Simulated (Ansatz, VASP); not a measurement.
# MoSe in VASP and in Ansatz

```
Mo Se
1.0
     3.10723    0.00000    0.00000
     0.00000    3.10723    0.00000
     0.00000    0.00000    6.21446
Mo Se
2 2
Cartesian
  0.0000 0.0000 6.2145
  0.0000 0.0000 3.1072
  1.5536 1.5536 1.5536
  1.5536 1.5536 4.6608
```

Alike in both runs: task single point; functional PBEsol; k mesh 14 × 14 × 7; occupations gaussian, width 0.1 eV; collinear spin.

```csv
,VASP,Ansatz
version,VASP 6.6.1,Ansatz 0.2.0
potentials or method,"VASP PAW PBE potentials, release 64 (Mo_sv, Se), cutoff 520 eV","scalar-relativistic, plane waves, PAW"
valence electrons in the cell,40,60
```

VASP gave:

```
gap on the k mesh at the Fermi level (eV) : none
pressure (GPa)                            : 0.5
net moment per atom (μB)                  : 0.00
```

What did Ansatz give for the same quantities?

gap on the k mesh at the Fermi level (eV): none; pressure (GPa): 0.0; net moment per atom (μB): 0.00.

VASP's potentials were made for PBE, not for PBEsol. A gap of «none» marks a metal or a gap that the smearing closes. VASP's potentials hold 40 valence electrons a cell and Ansatz's 60, so a difference there can come from the potentials and not from the codes. Ansatz's warnings: seeded moment not kept.
